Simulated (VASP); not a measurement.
# K8Br7 (a cell with a defect) in VASP: notebook

The runs below take K8Br7 (a cell with a defect) through single point, with LDA.

All numbers are computed with VASP 6.6.1; they aren't measurements. Logs are shortened: lines on timing, memory, paths and dates and some standing lists are left out, and cuts for length are marked.

### 1 The cell of the first run

The cell holds a defect, 15 atoms: a = 9.010 Å, b = 9.010 Å, c = 9.010 Å, α = 60.00°, β = 60.00°, γ = 60.00°.

### 2 Single point, LDA

Input file INCAR:

```
SYSTEM = K8Br7
PREC = Accurate
ENCUT = 520
EDIFF = 1E-6
ISMEAR = 0
SIGMA = 0.02
LREAL = Auto
LASPH = .True.
NELM = 80
ALGO = Normal
ISIF = 2
LWAVE = .False.
LCHARG = .True.
GGA = CA
LELF = .True.
LVHAR = .True.
NELECT = 120.0
NBANDS = 74
```

Input file KPOINTS:

```
regular mesh
0
Gamma
  2 2 2
  0 0 0
```

Input file POSCAR:

```
K8Br7
1.0
    0.0000000000      6.3712539718     -6.3712539718
    6.3712539718      6.3712539718      0.0000000000
    6.3712539718      0.0000000000     -6.3712539718
K Br
8 7
Direct
    0.5045410235      0.0249836219      0.5045418083
    0.4949304350      0.4851869842      0.4949296503
    0.0090388015     -0.0170533933      0.4909610438
   -0.0477497838      0.4960271579      0.5477497861
    0.4909612007     -0.0170541781      0.0090386446
    0.5477497861      0.4960277857     -0.0477499408
    0.0050704304     -0.0249530156      0.0050696457
   -0.0045416491      0.5340662945     -0.0045408643
    0.2499999226      0.6417421151      0.2500002365
    0.7197510914      0.7600108270      0.2703100532
    0.7802487583      0.2500713371      0.2296897921
    0.2703099747      0.7600101207      0.7197511699
    0.2296898705      0.2500720434      0.7802488367
    0.7500004742      0.7690001877      0.7499996894
    0.7499997679      0.2168621760      0.7500003957
```

Potentials or basis: VASP PAW LDA potentials, release 64 (K_sv, Br).

Command:

```bash
cat potpaw_LDA.64/K_sv/POTCAR potpaw_LDA.64/Br/POTCAR > POTCAR
mpirun -np 1 vasp_std > vasp.out
```

OUTCAR:

```text
SYSTEM = K8Br7
   PREC = Accurate
   ENCUT = 520
   EDIFF = 1E-6
   ISMEAR = 0
   LREAL = Auto
   LASPH = .True.
   NELM = 80
   ISIF = 2
   GGA = CA
   NELECT = 120.0

 ion  position               nearest neighbor table
   1  0.505  0.025  0.505-  14 3.13  10 3.20  12 3.20  13 3.21  11 3.21
   2  0.495  0.485  0.495-  12 3.20  10 3.20  11 3.21  13 3.21   9 3.22  15 3.25
   3  0.009  0.983  0.491-  14 3.03  11 3.13  12 3.13  15 3.14
   4  0.952  0.496  0.548-   9 2.99  14 3.06  15 3.11  13 3.26  10 3.26   6 3.64
   5  0.491  0.983  0.009-  14 3.03  13 3.13  10 3.13  15 3.14
   6  0.548  0.496  0.952-   9 2.99  14 3.06  15 3.11  11 3.26  12 3.26   4 3.64
   7  0.005  0.975  0.005-  11 3.20  13 3.20  12 3.21  10 3.21   9 3.22  15 3.25
   8  0.995  0.534  0.995-  14 3.13  13 3.20  11 3.20  10 3.21  12 3.21
   9  0.250  0.642  0.250-   4 2.99   6 2.99   2 3.22   7 3.22
  10  0.720  0.760  0.270-   5 3.13   1 3.20   2 3.20   8 3.21   7 3.21   4 3.26
  11  0.780  0.250  0.230-   3 3.13   8 3.20   7 3.20   1 3.21   2 3.21   6 3.26
  12  0.270  0.760  0.720-   3 3.13   1 3.20   2 3.20   8 3.21   7 3.21   6 3.26
  13  0.230  0.250  0.780-   5 3.13   8 3.20   7 3.20   1 3.21   2 3.21   4 3.26
  14  0.750  0.769  0.750-   5 3.03   3 3.03   6 3.06   4 3.06   8 3.13   1 3.13
  15  0.750  0.217  0.750-   4 3.11   6 3.11   5 3.14   3 3.14   7 3.25   2 3.25

  LATTYP: Found a face centered cubic cell.
 ALAT       =    12.7425079436

  Lattice vectors:

 A1 = (   0.0000000000,   6.3712539718,  -6.3712539718)
 A2 = (   6.3712539718,   6.3712539718,   0.0000000000)
 A3 = (   6.3712539718,   0.0000000000,  -6.3712539718)

Analysis of symmetry for initial positions (statically):
=====================================================================
 Subroutine PRICEL returns:
 Original cell was already a primitive cell.

 Routine SETGRP: Setting up the symmetry group for a
 face centered cubic supercell.

 Subroutine GETGRP returns: Found  4 space group operations
 (whereof  2 operations were pure point group operations)
 out of a pool of 48 trial point group operations.

The static configuration has the point symmetry C_1h.
 The point group associated with its full space group is C_2v.

Analysis of symmetry for dynamics (positions and initial velocities):
=====================================================================
 Subroutine PRICEL returns:
 Original cell was already a primitive cell.

 Routine SETGRP: Setting up the symmetry group for a
 face centered cubic supercell.

 Subroutine GETGRP returns: Found  4 space group operations
 (whereof  2 operations were pure point group operations)
 out of a pool of 48 trial point group operations.

The dynamic configuration has the point symmetry C_1h.
 The point group associated with its full space group is C_2v.

 Subroutine INISYM returns: Found  4 space group operations
 (whereof  2 operations are pure point group operations),
 and found     1 'primitive' translations

----------------------------------------------------------------------------------------

                                     Primitive cell

  volume of cell :     517.2551

  direct lattice vectors                    reciprocal lattice vectors
     0.000000000  6.371253972 -6.371253972    -0.078477487  0.078477487 -0.078477487
     6.371253972  6.371253972  0.000000000     0.078477487  0.078477487  0.078477487
     6.371253972  0.000000000 -6.371253972     0.078477487 -0.078477487 -0.078477487

  length of vectors
     9.010313776  9.010313776  9.010313776     0.135926995  0.135926995  0.135926995

  position of ions in fractional coordinates (direct lattice)
     0.504541024  0.024983622  0.504541808
     0.494930435  0.485186984  0.494929650
     0.009038801  0.982946607  0.490961044
     0.952250216  0.496027158  0.547749786
     0.490961201  0.982945822  0.009038645
     0.547749786  0.496027786  0.952250059
     0.005070430  0.975046984  0.005069646
     0.995458351  0.534066295  0.995459136
     0.249999923  0.641742115  0.250000237
     0.719751091  0.760010827  0.270310053
     0.780248758  0.250071337  0.229689792
     0.270309975  0.760010121  0.719751170
     0.229689871  0.250072043  0.780248837
     0.750000474  0.769000188  0.749999689
     0.749999768  0.216862176  0.750000396

  ion indices of the primitive-cell ions
   primitive index   ion index
                 1           1
                 2           2
                 3           3
                 4           4
                 5           5
                 6           6
                 7           7
                 8           8
                 9           9
                10          10
                11          11
                12          12
                13          13
                14          14
                15          15

----------------------------------------------------------------------------------------

 KPOINTS: regular mesh

Automatic generation of k-mesh.
 Grid dimensions read from file:
 generate k-points for:    2    2    2

 Generating k-lattice:

  Cartesian coordinates                     Fractional coordinates (reciprocal lattice)
    -0.039238743  0.039238743 -0.039238743     0.500000000  0.000000000  0.000000000
     0.039238743  0.039238743  0.039238743     0.000000000  0.500000000  0.000000000
     0.039238743 -0.039238743 -0.039238743     0.000000000  0.000000000  0.500000000

  Length of vectors
     0.067963497  0.067963497  0.067963497

  Shift w.r.t. Gamma in fractional coordinates (k-lattice)
     0.000000000  0.000000000  0.000000000

 Subroutine IBZKPT returns following result:
 ===========================================

 Found      5 irreducible k-points:

 Following reciprocal coordinates:
            Coordinates               Weight
  0.000000  0.000000  0.000000      1.000000
  0.500000  0.000000  0.000000      2.000000
  0.000000  0.500000  0.000000      2.000000
  0.500000  0.500000  0.000000      2.000000
  0.500000  0.000000  0.500000      1.000000
   k-points           NKPTS =      5   k-points in BZ     NKDIM =      5   number of bands    NBANDS=     74
   number of dos      NEDOS =    301   number of ions     NIONS =     15
   total plane-waves  NPLWV = 343000
   dimension x,y,z NGX =    70 NGY =   70 NGZ =   70
   dimension x,y,z NGXF=   140 NGYF=  140 NGZF=  140
   ions per type =               8   7
   NGX,Y,Z   is equivalent  to a cutoff of  12.92, 12.92, 12.92 a.u.
   NGXF,Y,Z  is equivalent  to a cutoff of  25.83, 25.83, 25.83 a.u.
 SYSTEM =  K8Br7
   PREC   = accura    normal or accurate (medium, high low for compatibility)
   ISTART =      0    job   : 0-new  1-cont  2-samecut
   ICHARG =      2    charge: 1-file 2-atom 10-const
   ISPIN  =      1    spin polarized calculation?
   LNONCOLLINEAR =      F non collinear calculations
   LSORBIT =      F    spin-orbit coupling
   LASPH  =      T    aspherical Exc in radial PAW
   ENCUT  =  520.0 eV  38.22 Ry    6.18 a.u.  16.75 16.75 16.75*2*pi/ulx,y,z
   NELM   =     80;   NELMIN=  2; NELMDL= -5     # of ELM steps
   EDIFF  = 0.1E-05   stopping-criterion for ELM
   LREAL  =      T    real-space projection
   EDIFFG = 0.1E-04   stopping-criterion for IOM
   NSW    =      0    number of steps for IOM
   IBRION =     -1    ionic relax: 0-MD 1-quasi-New 2-CG
   NFREE  =      0    steps in history (QN), initial steepest desc. (CG)
   ISIF   =      2    stress and relaxation
   ISYM   =      2    0-nonsym 1-usesym 2-fastsym
   POTIM  = 0.5000    time-step for ionic-motion
   TEBEG  =    0.0;   TEEND  =   0.0 temperature during run
   PSTRESS=    0.0 pullay stress
   NELECT =     120.0000    total number of electrons
   NUPDOWN=      -1.0000    fix difference up-down
   EMIN   =  10.00;   EMAX   =-10.00  energy-range for DOS
   EFERMI =   0.00;   METHOD = LEGACY
   ISMEAR =     0;   SIGMA  =   0.02  broadening in eV -4-tet -1-fermi 0-gaus
   EFERMI_NEDOS =   21; number of points for ismear=-14 and -15
   IALGO  =     38    algorithm
   IMIX   =      4    mixing-type and parameters
     AMIX     =   0.40;   BMIX     =  1.00
     AMIX_MAG =   1.60;   BMIX_MAG =  1.00
  volume/ion in A,a.u.               =      34.48       232.71
  Fermi-wavevector in a.u.,A,eV,Ry     =   1.005928  1.900929 13.767621  1.011892
  Thomas-Fermi vector in A             =   2.138639
   LORBIT       =      0    0 simple, 1 ext, 2 COOP (PROOUT), +10 PAW based schemes
   GGA     = CA    functional components
   LHFCALC =     F    Hartree Fock is set to
   AEXX    =    0.0000 exact exchange contribution
   IVDW    =     0    specifies the selected vdW correction
   LEPSILON=     F    determine dielectric tensor
   LRPA    =     F    only Hartree local field effects (RPA)
 non-spin polarized calculation
 Gauss-broadening in eV      SIGMA  =   0.02
  energy-cutoff  :      520.00
  volume of cell :      517.26
 maximum number of plane-waves:     13960
 NGX is ok and might be reduce to    70
   NGX = 33   NGY = 33   NGZ = 33

 number of electron     119.9999998 magnetization

 Free energy of the ion-electron system (eV)
  ---------------------------------------------------
  ext. energy  EPLUGINS =         0.00000000
  ---------------------------------------------------
  free energy    TOTEN  =       -50.44804477 eV

  energy without entropy =      -50.44804477  energy(sigma->0) =      -50.44804477

 E-fermi :  -1.4223     XC(G=0):  -7.8722

 val. band max:       -1.5545822519   @ k =   0.0000   0.0000   0.0000
 cond. band min:       2.0266219081   @ k =   0.0000   0.0000   0.0000
 fundamental gap:      3.5812041600
 Fermi energy:        -1.4222726340

 k-point     1 :       0.0000    0.0000    0.0000
  band No.  band energies     occupation
      1     -29.2094      2.00000
      2     -29.2057      2.00000
      3     -29.0663      2.00000
      4     -29.0659      2.00000
      5     -28.9478      2.00000
      6     -28.9284      2.00000
[... 64 lines left out ...]
     71       5.4895      0.00000
     72       5.5129      0.00000

 k-point     2 :       0.5000    0.0000    0.0000
  band No.  band energies     occupation
      1     -29.2079      2.00000
      2     -29.2072      2.00000
      3     -29.0661      2.00000
      4     -29.0660      2.00000
      5     -28.9474      2.00000
      6     -28.9288      2.00000
[... 64 lines left out ...]
     71       5.4132      0.00000
     72       5.4921      0.00000

 k-point     3 :       0.0000    0.5000    0.0000
  band No.  band energies     occupation
      1     -29.2094      2.00000
      2     -29.2057      2.00000
      3     -29.0661      2.00000
      4     -29.0660      2.00000
      5     -28.9478      2.00000
      6     -28.9284      2.00000
[... 64 lines left out ...]
     71       5.3542      0.00000
     72       5.5423      0.00000

 k-point     4 :       0.5000    0.5000    0.0000
  band No.  band energies     occupation
      1     -29.2079      2.00000
      2     -29.2072      2.00000
      3     -29.0661      2.00000
      4     -29.0660      2.00000
      5     -28.9474      2.00000
      6     -28.9288      2.00000
[... 64 lines left out ...]
     71       5.4441      0.00000
     72       5.4962      0.00000

 k-point     5 :       0.5000    0.0000    0.5000
  band No.  band energies     occupation
      1     -29.2093      2.00000
      2     -29.2057      2.00000
      3     -29.0662      2.00000
      4     -29.0660      2.00000
      5     -28.9479      2.00000
      6     -28.9284      2.00000
[... 64 lines left out ...]
     71       5.3654      0.00000
     72       5.4522      0.00000
 [bands above 72 left out]

------------------------ aborting loop because EDIFF is reached ----------------------------------------

  FORCE on cell =-STRESS in cart. coord.  units (eV):
  Direction    XX          YY          ZZ          XY          YZ          ZX
  --------------------------------------------------------------------------------------
  -------------------------------------------------------------------------------------
  Total       -2.8531795     -2.8531795     -5.0873047     -0.9506074     -0.0000000      0.0000000
  in kB       -8.8376121     -8.8376121    -15.7577275     -2.9444693     -0.0000000      0.0000000
  external PRESSURE =     -11.1443172 kB  Pullay stress =       0.0000000 kB

 VOLUME and BASIS-vectors are now :
 -----------------------------------------------------------------------------
  energy-cutoff  :      520.00
  volume of cell :      517.26
      direct lattice vectors                 reciprocal lattice vectors
     0.000000000  6.371253972 -6.371253972    -0.078477487  0.078477487 -0.078477487
     6.371253972  6.371253972  0.000000000     0.078477487  0.078477487  0.078477487
     6.371253972  0.000000000 -6.371253972     0.078477487 -0.078477487 -0.078477487

 POSITION                                       TOTAL-FORCE (eV/Angst)
 -----------------------------------------------------------------------------------
      3.37374      3.37374     -6.42912        -0.023861     -0.023861     -0.040807
      6.24457      6.24458     -6.30665         0.008739      0.008739     -0.011121
      9.39064      6.32019     -3.18563        -0.083062     -0.037559     -0.000000
      6.65017      9.22734     -9.55688        -0.071043     -0.008813     -0.000000
      6.32018      9.39064     -3.18563        -0.037559     -0.083062     -0.000000
      9.22735      6.65017     -9.55688        -0.008813     -0.071043     -0.000000
      6.24457      6.24458     -0.06461         0.008739      0.008739      0.011121
      9.74499      9.74499    -12.68464        -0.023861     -0.023861      0.040807
      5.68152      5.68151     -3.18563         0.322720      0.322720     -0.000000
      6.56444      9.42794     -6.30793        -0.026938      0.012466     -0.030380
      3.05668      6.56443     -6.43458         0.012466     -0.026938      0.030380
      9.42794      6.56443     -6.30793         0.012466     -0.026938     -0.030380
      6.56444      3.05668     -6.43458        -0.026938      0.012466      0.030380
      9.67793      9.67794     -9.55688        -0.050354     -0.050354     -0.000000
      6.16013      6.16012     -9.55688        -0.012700     -0.012700     -0.000000
 -----------------------------------------------------------------------------------
    total drift:                               -0.000164     -0.011006     -0.007203

  FREE ENERGIE OF THE ION-ELECTRON SYSTEM (eV)
  ---------------------------------------------------
  free  energy   TOTEN  =       -50.4480447717 eV

  energy  without entropy=      -50.4480447717  energy(sigma->0) =      -50.44804477
```

It took 8.2 min on 1 thread of Oxide Virtual Turin-like, shared host; peak memory 0.52 GiB.

What came out:

```yaml
Free_energy: -50.4480 eV
Largest_force: 0.456 eV/Å
```

Forces on the atoms (eV/Å):
```
K   -0.024 -0.024 -0.041
K    0.009  0.009 -0.011
K   -0.083 -0.038  0.000
K   -0.071 -0.009  0.000
K   -0.038 -0.083  0.000
K   -0.009 -0.071  0.000
K    0.009  0.009  0.011
K   -0.024 -0.024  0.041
Br   0.323  0.323  0.000
Br  -0.027  0.012 -0.030
Br   0.012 -0.027  0.030
Br   0.012 -0.027 -0.030
Br  -0.027  0.012  0.030
Br  -0.050 -0.050  0.000
Br  -0.013 -0.013  0.000
```

Caveat: the k points lie up to 0.43 Å⁻¹ apart; the cell carries a net charge on a neutralising background, which shifts energy and pressure; the cell is charged against a uniform background, so pressure and absolute levels hang on convention.

(Continued in part 2 of 2.)
